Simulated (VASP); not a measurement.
# BaTiO3 (Pm) in VASP: single point with r2SCAN

Aim: the single point of BaTiO3 with r2SCAN.

Everything below comes from runs of VASP 6.6.1. Logs are shortened: lines on timing, memory, paths and dates and some standing lists are left out, and cuts for length are marked.

### Step 1. The cell of the first run

It takes space group Pm (No. 6, monoclinic). Conventional cell: a = 4.053 Å, b = 3.963 Å, c = 12.410 Å, α = 90.00°, β = 90.32°, γ = 90.00°. Ba (site symmetry m) has 12 O at 2.80 to 3.04 Å and 8 Ti at 3.42 to 3.72 Å within 3.8 Å. Ba (site symmetry m) has 12 O at 2.77 to 2.98 Å and 8 Ti at 3.42 to 3.57 Å within 3.7 Å. Within 3.7 Å of Ba (site symmetry m) lie 12 O at 2.77 to 2.98 Å and 8 Ti at 3.42 to 3.57 Å. Ti (site symmetry m) has 6 O at 1.85 to 2.46 Å within 2.5 Å. Ti (site symmetry m) has 6 O at 1.85 to 2.21 Å within 2.5 Å. Ti (site symmetry m) has 6 O at 1.85 to 2.21 Å within 2.5 Å. O (site symmetry m) has 2 Ti at 1.99 Å within 2.6 Å. Within 2.6 Å of O (site symmetry m) lie 2 Ti at 1.99 Å.

### Step 2. Single point, r2SCAN (the distance across one plane changed)

Contents of POSCAR:

```
BaTiO3
1.0
    0.0000000000      2.8579801945     -2.8741509136
   -3.9633322398      0.0000000000      0.0000000000
    0.0000000000      8.7512152722      8.7987300359
Ba Ti O
3 3 9
Direct
    0.9914214867      0.0000000000      0.9011277973
    0.9916488153      0.0000000000      0.2478916568
    0.9915351510      0.0000000000      0.5745097270
    0.4761480891      0.5000000000      0.0896634238
    0.4760344248      0.5000000000      0.4162814941
    0.4759207605      0.5000000000      0.7428995644
    0.5097757507      1.0000000000      0.0786812701
    0.5096620864      1.0000000000      0.4052993404
    0.5095484222      1.0000000000      0.7319174107
    0.0199648321      0.5000000000      0.0799006258
    0.0198511678      0.5000000000      0.4065186961
    0.0197375035      0.5000000000      0.7331367664
    0.5059867999      0.5000000000      0.2386622286
    0.5058731356      0.5000000000      0.5652802989
    0.5057594713      0.5000000000      0.8918983691
```

Contents of INCAR.step1:

```
  PREC = Accurate
  ENCUT = 520
  ISMEAR = 0
  SIGMA = 0.05
  LREAL = Auto
  LASPH = T
  NELM = 60
  NBANDS = 73
  GGA = PE
  ALGO = Normal
  EDIFF = 1E-4
  LWAVE = T
  LCHARG = F
```

Contents of INCAR.step2:

```
  PREC = Accurate
  ENCUT = 520
  EDIFF = 1E-7
  ISMEAR = 0
  SIGMA = 0.05
  LREAL = Auto
  LASPH = T
  NELM = 60
  ALGO = Normal
  ISIF = 2
  LWAVE = F
  LCHARG = F
  METAGGA = R2SCAN
  LMIXTAU = T
  NBANDS = 73
  ISTART = 1
```

Contents of KPOINTS:

```
regular mesh
0
Gamma
  6 6 2
```

Potentials or basis: VASP PAW PBE potentials, release 64 (Ba_sv, Ti_sv, O).

Command:

```console
$ cat potpaw_PBE.64/Ba_sv/POTCAR potpaw_PBE.64/Ti_sv/POTCAR potpaw_PBE.64/O/POTCAR > POTCAR
$ cp INCAR.step1 INCAR
$ mpirun -np 1 vasp_std > vasp.out
$ cp INCAR.step2 INCAR
$ mpirun -np 1 vasp_std > vasp.out
```

OUTCAR:

```text
PREC = Accurate
   ENCUT = 520
   EDIFF = 1E-7
   ISMEAR = 0
   LREAL = Auto
   LASPH = T
   NELM = 60
   ISIF = 2
   METAGGA = R2SCAN
   ISTART = 1

 ion  position               nearest neighbor table
   1  0.991  0.000  0.901-  15 2.80  15 2.80   9 2.86  12 2.88  12 2.88  15 2.88  15 2.88   7 2.95
                            10 2.98  10 2.98   9 2.98   7 3.04   6 3.42   6 3.42   6 3.48   6 3.48
   2  0.992  0.000  0.248-   8 2.77  11 2.80  11 2.80  13 2.80  13 2.80   8 2.86   7 2.86  13 2.88
                            13 2.88  10 2.88  10 2.88   7 2.98   4 3.42   4 3.42   5 3.48   5 3.48
   3  0.992  0.000  0.575-   9 2.77  14 2.80  14 2.80  12 2.80  12 2.80   8 2.86   9 2.86  11 2.88
                            11 2.88  14 2.88  14 2.88   8 2.98   5 3.42   5 3.42   5 3.48   5 3.48
   4  0.476  0.500  0.090-  10 1.85  13 1.85   7 1.99   7 1.99  10 2.21   2 3.42   2 3.42   2 3.48
                             2 3.48   1 3.63   1 3.63   1 3.72   1 3.72
   5  0.476  0.500  0.416-  11 1.85  14 1.85   8 1.99   8 1.99  13 2.21  11 2.21   3 3.42   3 3.42
                             3 3.48   3 3.48   2 3.48   2 3.48   2 3.57   2 3.57
   6  0.476  0.500  0.743-  15 1.85  12 1.85   9 1.99   9 1.99  14 2.21  12 2.21   1 3.42   1 3.42
                             1 3.48   1 3.48   3 3.48   3 3.48   3 3.57   3 3.57
   7  0.510  0.000  0.079-   4 1.99   4 1.99   2 2.86   1 2.95   2 2.98   1 3.04
   8  0.510  0.000  0.405-   5 1.99   5 1.99   2 2.77   2 2.86   3 2.86   3 2.98
   9  0.510  0.000  0.732-   6 1.99   6 1.99   3 2.77   1 2.86   3 2.86   1 2.98
  10  0.020  0.500  0.080-   4 1.85   4 2.21   2 2.88   2 2.88   1 2.98   1 2.98
  11  0.020  0.500  0.407-   5 1.85   5 2.21   2 2.80   2 2.80   3 2.88   3 2.88
  12  0.020  0.500  0.733-   6 1.85   6 2.21   3 2.80   3 2.80   1 2.88   1 2.88
  13  0.506  0.500  0.239-   4 1.85   5 2.21   2 2.80   2 2.80   2 2.88   2 2.88
  14  0.506  0.500  0.565-   5 1.85   6 2.21   3 2.80   3 2.80   3 2.88   3 2.88
  15  0.506  0.500  0.892-   6 1.85   1 2.80   1 2.80   1 2.88   1 2.88

  LATTYP: Found a simple monoclinic cell.
 ALAT       =     4.0532449058
 B/A-ratio  =     0.9778171149
 C/A-ratio  =     3.0616780152
 COS(beta)  =    -0.0055284259

  Lattice vectors:

 A1 = (   0.0000000000,   2.8579801945,  -2.8741509136)
 A2 = (  -3.9633322398,   0.0000000000,   0.0000000000)
 A3 = (   0.0000000000,   8.7512152722,   8.7987300359)

Analysis of symmetry for initial positions (statically):
=====================================================================
 Subroutine PRICEL returns:
 Original cell was already a primitive cell.

 Routine SETGRP: Setting up the symmetry group for a
 simple monoclinic supercell.

 Subroutine GETGRP returns: Found  2 space group operations
 (whereof  2 operations were pure point group operations)
 out of a pool of  4 trial point group operations.

[... 162 lines left out ...]
  Fermi-wavevector in a.u.,A,eV,Ry     =   1.382279  2.612128 25.996569  1.910694
  Thomas-Fermi vector in A             =   2.506985
   LORBIT       =      0    0 simple, 1 ext, 2 COOP (PROOUT), +10 PAW based schemes
   METAGGA = R2SCAN    functional components
   LHFCALC =     F    Hartree Fock is set to
   AEXX    =    0.0000 exact exchange contribution
   IVDW    =     0    specifies the selected vdW correction
   LEPSILON=     F    determine dielectric tensor
   LRPA    =     F    only Hartree local field effects (RPA)
 non-spin polarized calculation
 Gauss-broadening in eV      SIGMA  =   0.05
  energy-cutoff  :      520.00
  volume of cell :      199.35
 maximum number of plane-waves:      5417
   NGX = 15   NGY = 15   NGZ = 47

 number of electron     119.9999977 magnetization

 Free energy of the ion-electron system (eV)
  ---------------------------------------------------
  ext. energy  EPLUGINS =         0.00000000
  ---------------------------------------------------
  free energy    TOTEN  =      -222.67578405 eV

  energy without entropy =     -222.67578405  energy(sigma->0) =     -222.67578405

 E-fermi :   3.7398     XC(G=0): -11.6858

 val. band max:        3.4536961446   @ k =   0.5000   0.5000   0.0000
 cond. band min:       5.9266321832   @ k =   0.0000   0.0000   0.0000
 fundamental gap:      2.4729360386
 Fermi energy:         3.7398235974

 k-point     1 :       0.0000    0.0000    0.0000
  band No.  band energies     occupation
      1     -55.3679      2.00000
      2     -55.3575      2.00000
      3     -55.3092      2.00000
      4     -30.6471      2.00000
      5     -30.6079      2.00000
      6     -30.5793      2.00000
[... 1789 lines left out ...]
     71       8.8951      0.00000
     72       9.4767      0.00000

 [... further k-points ...]

 [bands above 72 left out]

------------------------ aborting loop because EDIFF is reached ----------------------------------------

  FORCE on cell =-STRESS in cart. coord.  units (eV):
  Direction    XX          YY          ZZ          XY          YZ          ZX
  --------------------------------------------------------------------------------------
  -------------------------------------------------------------------------------------
  Total        0.3043581     -0.4017228     -0.4364707      0.0000000     -0.9981828      0.0000000
  in kB        2.4461126     -3.2286284     -3.5078954      0.0000000     -8.0223502      0.0000000
  external PRESSURE =      -1.4301371 kB  Pullay stress =       0.0000000 kB

 VOLUME and BASIS-vectors are now :
 -----------------------------------------------------------------------------
  energy-cutoff  :      520.00
  volume of cell :      199.35
      direct lattice vectors                 reciprocal lattice vectors
     0.000000000  2.857980195 -2.874150914     0.000000000  0.174928843 -0.173984195
    -3.963332240  0.000000000  0.000000000    -0.252312938  0.000000000  0.000000000
     0.000000000  8.751215272  8.798730036     0.000000000  0.057141416  0.056819924

 POSITION                                       TOTAL-FORCE (eV/Angst)
 -----------------------------------------------------------------------------------
      0.00000     10.71943      5.07929         0.000000      0.532030      0.524962
      0.00000      5.00347     -0.66902         0.000000     -0.146822     -0.182329
      0.00000      7.86145      2.20513         0.000000     -0.012444     -0.042461
     -1.98167      2.14549     -0.57960         0.000000      0.083539      0.007330
     -1.98167      5.00347      2.29455         0.000000      0.039615     -0.115970
     -1.98167      7.86145      5.16870         0.000000      0.226715     -0.054590
      0.00000      2.14549     -0.77288         0.000000     -0.284132     -0.364678
      0.00000      5.00347      2.10127         0.000000      0.002993      0.019290
      0.00000      7.86145      4.97542         0.000000      0.029629      0.037828
     -1.98167      0.75629      0.64564         0.000000     -0.342643     -0.296829
     -1.98167      3.61427      3.51979         0.000000     -0.082078      0.103554
     -1.98167      6.47225      6.39394         0.000000     -0.099813      0.177153
     -1.98167      3.53468      0.64564         0.000000     -0.139063     -0.068187
     -1.98167      6.39266      3.51979         0.000000      0.031395      0.049157
     -1.98167      9.25065      6.39394         0.000000      0.161080      0.205770
 -----------------------------------------------------------------------------------
    total drift:                               -0.000000     -0.009779     -0.005302

  FREE ENERGIE OF THE ION-ELECTRON SYSTEM (eV)
  ---------------------------------------------------
  free  energy   TOTEN  =      -222.6757840537 eV

  energy  without entropy=     -222.6757840537  energy(sigma->0) =     -222.67578405
```

OSZICAR.step1:

```text
N       E                     dE             d eps       ncg     rms          rms(c)
DAV:   1     0.157929108817E+04    0.15793E+04   -0.59715E+04  4672   0.177E+03
DAV:   2     0.123253862380E+03   -0.14560E+04   -0.13826E+04  5158   0.513E+02
DAV:   3    -0.133401495272E+03   -0.25666E+03   -0.25210E+03  5924   0.206E+02
DAV:   4    -0.150953411875E+03   -0.17552E+02   -0.17516E+02  7024   0.547E+01
DAV:   5    -0.151817839190E+03   -0.86443E+00   -0.86406E+00  7239   0.962E+00    0.408E+01
DAV:   6    -0.119704327356E+03    0.32114E+02   -0.19520E+02  7127   0.788E+01    0.173E+01
DAV:   7    -0.120523922183E+03   -0.81959E+00   -0.41874E+01  6678   0.298E+01    0.114E+01
DAV:   8    -0.120069082581E+03    0.45484E+00   -0.52721E+00  6344   0.145E+01    0.457E+00
DAV:   9    -0.120007412403E+03    0.61670E-01   -0.12881E+00  6731   0.596E+00    0.165E+00
DAV:  10    -0.120029651248E+03   -0.22239E-01   -0.19444E-01  6584   0.234E+00    0.133E+00
DAV:  11    -0.120014611794E+03    0.15039E-01   -0.65026E-02  6478   0.161E+00    0.535E-01
DAV:  12    -0.120010745480E+03    0.38663E-02   -0.21897E-02  6880   0.735E-01    0.147E-01
DAV:  13    -0.120010601378E+03    0.14410E-03   -0.21905E-03  5696   0.263E-01    0.738E-02
DAV:  14    -0.120010585376E+03    0.16002E-04   -0.47258E-04  5080   0.121E-01
   1 F= -.12001059E+03 E0= -.12001059E+03  d E =-.543944E-14
```

It took 24 min on 1 thread of Intel Xeon 6975P-C (Granite Rapids), shared host; peak memory 0.48 GiB.

Results:

- Free energy: -222.6758 eV
- Pressure: -0.1 GPa
- Largest force: 0.747 eV/Å
- Band gap on the k mesh: 2.47 eV

Forces in eV/Å, atoms in the order of the input:
```
Ba   0.000  0.532  0.525
Ba   0.000 -0.147 -0.182
Ba   0.000 -0.012 -0.042
Ti   0.000  0.084  0.007
Ti   0.000  0.040 -0.116
Ti   0.000  0.227 -0.055
O    0.000 -0.284 -0.365
O    0.000  0.003  0.019
O    0.000  0.030  0.038
O    0.000 -0.343 -0.297
O    0.000 -0.082  0.104
O    0.000 -0.100  0.177
O    0.000 -0.139 -0.068
O    0.000  0.031  0.049
O    0.000  0.161  0.206
```

Stress tensor (GPa, compression positive):
```
 0.24  0.00  0.00
 0.00 -0.32 -0.80
 0.00 -0.80 -0.35
```

Levels at points of the mesh, in eV from the valence-band top:
```
           k point  band 57  band 58  band 59  band 60  band 61  band 62  band 63  band 64
(0.00, 0.00, 0.00)    -0.88    -0.80    -0.79    -0.69     2.47     2.62     2.65     2.73
(0.50, 0.00, 0.00)    -1.22    -1.06    -0.71    -0.66     2.70     3.49     3.65     3.90
(0.00, 0.50, 0.00)    -1.32    -1.30    -0.55    -0.48     2.85     3.48     3.63     3.86
(0.50, 0.50, 0.00)    -0.49    -0.30    -0.26     0.00     3.97     4.00     4.24     4.27
(0.00, 0.00, 0.50)    -0.91    -0.88    -0.79    -0.71     2.54     2.59     2.69     2.89
(0.50, 0.00, 0.50)    -1.15    -1.14    -1.08    -0.53     2.92     3.08     3.84     3.89
(0.00, 0.50, 0.50)    -1.21    -1.10    -1.03    -0.33     2.95     3.10     3.87     3.87
(0.50, 0.50, 0.50)    -0.30    -0.26    -0.25     0.00     3.99     4.05     4.09     4.14
```

Caveat: the cell differs from its parent crystal (the distance across one plane changed); the PAW data sets were made with another functional, which shifts forces and pressure a little; spin-orbit coupling is left out, which moves the levels of the heavy elements.
